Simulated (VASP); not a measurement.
# NbAgSe2O7 (Cmcm) in VASP: electric field gradients with PBE

Aim: the electric field gradients of NbAgSe2O7 with PBE.

Everything below comes from runs of VASP 6.6.1. Logs are shortened: lines on timing, memory, paths and dates and some standing lists are left out, and cuts for length are marked.

## (1) The cell of the first run

The structure is orthorhombic, space group Cmcm (No. 63). The conventional cell has a = 10.813 Å, b = 7.792 Å, c = 7.363 Å, α = 90.00°, β = 90.00°, γ = 90.00°. Within 2.6 Å of Nb (site symmetry 2/m) lie 6 O at 1.94 to 2.00 Å. Within 3.2 Å of Ag (site symmetry 2/m) lie 8 O at 2.44 to 2.97 Å. Within 2.2 Å of Se (site symmetry m) lie 3 O at 1.69 to 1.77 Å. O (site symmetry m) has 1 Se at 1.69 Å within 2.2 Å. O (site symmetry 1) has 1 Se at 1.77 Å and 1 Nb at 2.00 Å within 2.4 Å. Within 2.6 Å of O (site symmetry m2m) lie 2 Nb at 1.94 Å.

## (2) Electric field gradients, PBE

INCAR reads:

```
PREC = Accurate
ENCUT = 520
EDIFF = 1E-8
ISMEAR = -1
SIGMA = 0.02
LREAL = Auto
LASPH = T
NELM = 100
ALGO = Normal
ISIF = 2
LWAVE = F
LCHARG = F
GGA = PE
LEFG = T
NBANDS = 95
```

KPOINTS reads:

```
regular mesh
0
Gamma
  4 4 3
```

POSCAR reads:

```
NbAgSe2O7
1.0
    5.4065000000     -3.8960000000      0.0000000000
    5.4065000000      3.8960000000      0.0000000000
    0.0000000000      0.0000000000      7.3630000000
Nb Ag Se O
2 2 4 14
Direct
    0.0000000000      0.0000000000      0.5000000000
    0.0000000000      0.0000000000      0.0000000000
    0.5000000000      0.5000000000      0.0000000000
    0.5000000000      0.5000000000      0.5000000000
    0.5240530100      0.0533963506      0.2500000000
    0.4759469900      0.9466036494      0.7500000000
    0.0533963506      0.5240530100      0.7500000000
    0.9466036494      0.4759469900      0.2500000000
    0.3939070772      0.3152791572      0.2500000000
    0.6060929228      0.6847208428      0.7500000000
    0.3152791572      0.3939070772      0.7500000000
    0.6847208428      0.6060929228      0.2500000000
    0.6976266676      0.0398343613      0.4352599855
    0.3023733324      0.9601656387      0.9352599855
    0.0398343613      0.6976266676      0.5647400145
    0.9601656387      0.3023733324      0.0647400145
    0.3023733324      0.9601656387      0.5647400145
    0.6976266676      0.0398343613      0.0647400145
    0.9601656387      0.3023733324      0.4352599855
    0.0398343613      0.6976266676      0.9352599855
    0.9201964471      0.0798035529      0.7500000000
    0.0798035529      0.9201964471      0.2500000000
```

Potentials or basis: VASP PAW PBE potentials, release 64 (Nb_sv, Ag, Se, O).

Launch:

```
$ cat potpaw_PBE.64/Nb_sv/POTCAR potpaw_PBE.64/Ag/POTCAR potpaw_PBE.64/Se/POTCAR potpaw_PBE.64/O/POTCAR > POTCAR
$ mpirun -np 1 vasp_std > vasp.out
```

OUTCAR:

```text
PREC = Accurate
   ENCUT = 520
   EDIFF = 1E-8
   ISMEAR = -1
   LREAL = Auto
   LASPH = T
   NELM = 100
   ISIF = 2
   GGA = PE

 ion  position               nearest neighbor table
   1  0.000  0.000  0.500-  21 1.94  22 1.94  17 2.00  19 2.00  13 2.00  15 2.00
   2  0.000  0.000  0.000-  21 1.94  22 1.94  18 2.00  20 2.00  14 2.00  16 2.00
   3  0.500  0.500  0.000-   9 2.44  10 2.44  11 2.44  12 2.44
   4  0.500  0.500  0.500-   9 2.44  10 2.44  11 2.44  12 2.44
   5  0.524  0.053  0.250-   9 1.69  13 1.77  18 1.77
   6  0.476  0.947  0.750-  10 1.69  14 1.77  17 1.77
   7  0.053  0.524  0.750-  11 1.69  15 1.77  20 1.77
   8  0.947  0.476  0.250-  12 1.69  16 1.77  19 1.77
   9  0.394  0.315  0.250-   5 1.69   4 2.44   3 2.44
  10  0.606  0.685  0.750-   6 1.69   4 2.44   3 2.44
  11  0.315  0.394  0.750-   7 1.69   4 2.44   3 2.44
  12  0.685  0.606  0.250-   8 1.69   4 2.44   3 2.44
  13  0.698  0.040  0.435-   5 1.77   1 2.00
  14  0.302  0.960  0.935-   6 1.77   2 2.00
  15  0.040  0.698  0.565-   7 1.77   1 2.00
  16  0.960  0.302  0.065-   8 1.77   2 2.00
  17  0.302  0.960  0.565-   6 1.77   1 2.00
  18  0.698  0.040  0.065-   5 1.77   2 2.00
  19  0.960  0.302  0.435-   8 1.77   1 2.00
  20  0.040  0.698  0.935-   7 1.77   2 2.00
  21  0.920  0.080  0.750-   1 1.94   2 1.94
  22  0.080  0.920  0.250-   1 1.94   2 1.94

  LATTYP: Found a base centered orthorhombic cell.
 ALAT       =     7.7920000000
 B/A-ratio  =     1.3877053388
 C/A-ratio  =     0.9449435318

  Lattice vectors:

 A1 = (  -5.4065000000,  -3.8960000000,   0.0000000000)
 A2 = (   5.4065000000,  -3.8960000000,   0.0000000000)
 A3 = (   0.0000000000,   0.0000000000,   7.3630000000)

Analysis of symmetry for initial positions (statically):
=====================================================================
 Subroutine PRICEL returns:
 Original cell was already a primitive cell.

 Routine SETGRP: Setting up the symmetry group for a
 base centered orthorhombic supercell.

 Subroutine GETGRP returns: Found  8 space group operations
 (whereof  4 operations were pure point group operations)
 out of a pool of  8 trial point group operations.

The static configuration has the point symmetry C_2h.
 The point group associated with its full space group is D_2h.

Analysis of symmetry for dynamics (positions and initial velocities):
=====================================================================
 Subroutine PRICEL returns:
 Original cell was already a primitive cell.

 Routine SETGRP: Setting up the symmetry group for a
 base centered orthorhombic supercell.

 Subroutine GETGRP returns: Found  8 space group operations
 (whereof  4 operations were pure point group operations)
 out of a pool of  8 trial point group operations.

The dynamic configuration has the point symmetry C_2h.
 The point group associated with its full space group is D_2h.

 Subroutine INISYM returns: Found  8 space group operations
 (whereof  4 operations are pure point group operations),
 and found     1 'primitive' translations

----------------------------------------------------------------------------------------

                                     Primitive cell

  volume of cell :     310.1844

  direct lattice vectors                    reciprocal lattice vectors
     5.406500000 -3.896000000  0.000000000     0.092481273 -0.128336756  0.000000000
     5.406500000  3.896000000  0.000000000     0.092481273  0.128336756  0.000000000
     0.000000000  0.000000000  7.363000000     0.000000000  0.000000000  0.135814206

  length of vectors
     6.664012174  6.664012174  7.363000000     0.158186942  0.158186942  0.135814206

[... 109 lines left out ...]
   EDIFF  = 0.1E-07   stopping-criterion for ELM
   LREAL  =      T    real-space projection
   EDIFFG = 0.1E-06   stopping-criterion for IOM
   NSW    =      0    number of steps for IOM
   IBRION =     -1    ionic relax: 0-MD 1-quasi-New 2-CG
   NFREE  =      0    steps in history (QN), initial steepest desc. (CG)
   ISIF   =      2    stress and relaxation
   ISYM   =      2    0-nonsym 1-usesym 2-fastsym
   POTIM  = 0.5000    time-step for ionic-motion
   TEBEG  =    0.0;   TEEND  =   0.0 temperature during run
   PSTRESS=    0.0 pullay stress
   NELECT =     156.0000    total number of electrons
   NUPDOWN=      -1.0000    fix difference up-down
   EMIN   =  10.00;   EMAX   =-10.00  energy-range for DOS
   EFERMI =   0.00;   METHOD = LEGACY
   ISMEAR =    -1;   SIGMA  =   0.02  broadening in eV -4-tet -1-fermi 0-gaus
   EFERMI_NEDOS =   21; number of points for ismear=-14 and -15
   IALGO  =     38    algorithm
   IMIX   =      4    mixing-type and parameters
     AMIX     =   0.40;   BMIX     =  1.00
     AMIX_MAG =   1.60;   BMIX_MAG =  1.00
  volume/ion in A,a.u.               =      14.10        95.15
  Fermi-wavevector in a.u.,A,eV,Ry     =   1.301896  2.460227 23.060975  1.694934
  Thomas-Fermi vector in A             =   2.433000
   LORBIT       =      0    0 simple, 1 ext, 2 COOP (PROOUT), +10 PAW based schemes
   GGA     = PE    functional components
   LHFCALC =     F    Hartree Fock is set to
   AEXX    =    0.0000 exact exchange contribution
   IVDW    =     0    specifies the selected vdW correction
   LEPSILON=     F    determine dielectric tensor
   LRPA    =     F    only Hartree local field effects (RPA)
 non-spin polarized calculation
  energy-cutoff  :      520.00
  volume of cell :      310.18
 maximum number of plane-waves:      8389
 NGX is ok and might be reduce to    50
   NGX = 25   NGY = 25   NGZ = 27

 number of electron     156.0000006 magnetization

 Free energy of the ion-electron system (eV)
  ---------------------------------------------------
  ext. energy  EPLUGINS =         0.00000000
  ---------------------------------------------------
  free energy    TOTEN  =      -137.67011061 eV

  energy without entropy =     -137.67011061  energy(sigma->0) =     -137.67011061

 E-fermi :   4.0663     XC(G=0): -10.0311

 val. band max:        3.5397021905   @ k =   0.5000   0.0000   0.0000
 cond. band min:       5.0857826807   @ k =   0.5000   0.0000   0.0000
 fundamental gap:      1.5460804902
 Fermi energy:         4.0663280963

 k-point     1 :       0.0000    0.0000    0.0000
  band No.  band energies     occupation
      1     -52.6673      2.00000
      2     -52.6601      2.00000
      3     -28.9385      2.00000
      4     -28.8155      2.00000
      5     -28.8119      2.00000
      6     -28.8118      2.00000
[... 1291 lines left out ...]
     89       7.6495      0.00000
     90       7.7250      0.00000
 [bands above 90 left out]

------------------------ aborting loop because EDIFF is reached ----------------------------------------

  FORCE on cell =-STRESS in cart. coord.  units (eV):
  Direction    XX          YY          ZZ          XY          YZ          ZX
  --------------------------------------------------------------------------------------
  -------------------------------------------------------------------------------------
  Total        5.2969362      6.1113289      3.7781769      0.0000000      0.0000000      0.0000000
  in kB       27.3599547     31.5664896     19.5151959      0.0000000      0.0000000      0.0000000
  external PRESSURE =      26.1472134 kB  Pullay stress =       0.0000000 kB

 VOLUME and BASIS-vectors are now :
 -----------------------------------------------------------------------------
  energy-cutoff  :      520.00
  volume of cell :      310.18
      direct lattice vectors                 reciprocal lattice vectors
     5.406500000 -3.896000000  0.000000000     0.092481273 -0.128336756  0.000000000
     5.406500000  3.896000000  0.000000000     0.092481273  0.128336756  0.000000000
     0.000000000  0.000000000  7.363000000     0.000000000  0.000000000  0.135814206

 POSITION                                       TOTAL-FORCE (eV/Angst)
 -----------------------------------------------------------------------------------
      0.00000      0.00000      3.68150         0.000000      0.000000     -0.000000
      0.00000      0.00000      0.00000         0.000000      0.000000     -0.000000
      5.40650      0.00000      0.00000         0.000000      0.000000     -0.000000
      5.40650      0.00000      3.68150         0.000000      0.000000     -0.000000
      3.12198     -1.83368      1.84075        -0.248982     -0.098679     -0.000000
      7.69102      1.83368      5.52225         0.248982      0.098679     -0.000000
[... 14 lines left out ...]
      5.40650     -3.27417      5.52225         0.000000     -0.017212     -0.000000
      5.40650      3.27417      1.84075         0.000000      0.017212     -0.000000
 -----------------------------------------------------------------------------------
    total drift:                               -0.000000      0.000000     -0.000000

  FREE ENERGIE OF THE ION-ELECTRON SYSTEM (eV)
  ---------------------------------------------------
  free  energy   TOTEN  =      -137.6701106080 eV

  energy  without entropy=     -137.6701106080  energy(sigma->0) =     -137.67011061

 Electric field gradients (V/A^2)
---------------------------------------------------------------------
 ion       V_xx      V_yy      V_zz      V_xy      V_xz      V_yz
---------------------------------------------------------------------
   1      56.944    56.365  -113.309    -0.000     0.000   -25.119
   2      56.944    56.365  -113.309     0.000    -0.000    25.119
   3     -44.382    90.799   -46.418    -0.000    -0.000    47.260
   4     -44.382    90.799   -46.418    -0.000    -0.000   -47.260
   5    -299.683    59.470   240.213  -127.285     0.000    -0.000
   6    -299.683    59.470   240.213  -127.285    -0.000     0.000
[... 14 lines left out ...]
  21       7.192     7.219   -14.412    -0.000     0.000     0.000
  22       7.192     7.219   -14.412     0.000     0.000    -0.000
---------------------------------------------------------------------

 Electric field gradients after diagonalization (V/A^2)
 (convention: |V_zz| > |V_xx| > |V_yy|)
----------------------------------------------------------------------
 ion       V_xx      V_yy      V_zz     asymmetry (V_yy - V_xx)/ V_zz
----------------------------------------------------------------------
   1      60.005    56.944  -116.949       0.026
   2      60.005    56.944  -116.949       0.026
   3     -61.120   -44.382   105.502       0.159
   4     -61.120   -44.382   105.502       0.159
   5     240.213   100.005  -340.218       0.412
   6     240.213   100.005  -340.218       0.412
[... 14 lines left out ...]
  21       7.219     7.192   -14.412       0.002
  22       7.219     7.192   -14.412       0.002
----------------------------------------------------------------------

           NMR quadrupolar parameters

 Cq : quadrupolar parameter    Cq=e*Q*V_zz/h
 eta: asymmetry parameters     (V_yy - V_xx)/ V_zz
 Q  : nuclear electric quadrupole moment in mb (millibarn)
----------------------------------------------------------------------
 ion       Cq(MHz)       eta       Q (mb)
----------------------------------------------------------------------
   1      -0.283       0.026       1.000
   2      -0.283       0.026       1.000
   3       0.255       0.159       1.000
   4       0.255       0.159       1.000
   5      -0.823       0.412       1.000
   6      -0.823       0.412       1.000
[... 14 lines left out ...]
  21      -0.035       0.002       1.000
  22      -0.035       0.002       1.000
----------------------------------------------------------------------
```

Wall time 27 min (1 thread of AMD EPYC 7R13, shared host); peak memory 0.5 GiB.

What came out:

| Property | Result |
| --- | --- |
| Free energy | -137.6701 eV |
| Pressure | 2.6 GPa |
| Largest force | 0.268 eV/Å |
| Band gap on the k mesh | 1.55 eV, direct |

Forces on the atoms (eV/Å):
```
Nb   0.000  0.000  0.000
Nb   0.000  0.000  0.000
Ag   0.000  0.000  0.000
Ag   0.000  0.000  0.000
Se  -0.249 -0.099  0.000
Se   0.249  0.099  0.000
Se  -0.249  0.099  0.000
Se   0.249 -0.099  0.000
O    0.112  0.210  0.000
O   -0.112 -0.210  0.000
O    0.112 -0.210  0.000
O   -0.112  0.210  0.000
O    0.088 -0.054  0.096
O   -0.088  0.054  0.096
O    0.088  0.054 -0.096
O   -0.088 -0.054 -0.096
O   -0.088  0.054 -0.096
O    0.088 -0.054 -0.096
O   -0.088 -0.054  0.096
O    0.088  0.054  0.096
O    0.000 -0.017  0.000
O    0.000  0.017  0.000
```

Levels at points of the mesh, in eV from the valence-band top:
```csv
k point,band 76,band 77,band 78,band 79,band 80,band 81
"(0.00, 0.00, 0.00)",-0.86,-0.26,-0.11,1.71,1.83,2.22
"(0.50, 0.00, 0.00)",-0.79,-0.15,0.00,1.55,1.77,2.17
"(0.50, 0.50, 0.00)",-1.02,-0.14,-0.09,1.59,1.61,1.73
```

Electric field gradients, principal values (V/Å²):
| atom | least | middle | greatest (by size) |
| --- | --- | --- | --- |
| 1 Nb | 56.944 | 60.005 | -116.949 |
| 2 Nb | 56.944 | 60.005 | -116.949 |
| 3 Ag | -44.382 | -61.120 | 105.502 |
| 4 Ag | -44.382 | -61.120 | 105.502 |
| 5 Se | 100.005 | 240.213 | -340.218 |
| 6 Se | 100.005 | 240.213 | -340.218 |
| 7 Se | 100.005 | 240.213 | -340.218 |
| 8 Se | 100.005 | 240.213 | -340.218 |
| 9 O | -49.328 | -77.123 | 126.452 |
| 10 O | -49.328 | -77.123 | 126.452 |
| 11 O | -49.328 | -77.123 | 126.452 |
| 12 O | -49.328 | -77.123 | 126.452 |
| 13 O | -54.001 | -71.113 | 125.114 |
| 14 O | -54.001 | -71.113 | 125.114 |
| 15 O | -54.001 | -71.113 | 125.114 |
| 16 O | -54.001 | -71.113 | 125.114 |
| 17 O | -54.001 | -71.113 | 125.114 |
| 18 O | -54.001 | -71.113 | 125.114 |
| 19 O | -54.001 | -71.113 | 125.114 |
| 20 O | -54.001 | -71.113 | 125.114 |
| 21 O | 7.192 | 7.219 | -14.412 |
| 22 O | 7.192 | 7.219 | -14.412 |

Caveat: without QUAD_EFG the Cq values of the log hold for a quadrupole moment of 1 mb, not for the nuclei. A k mesh can miss the band edges.
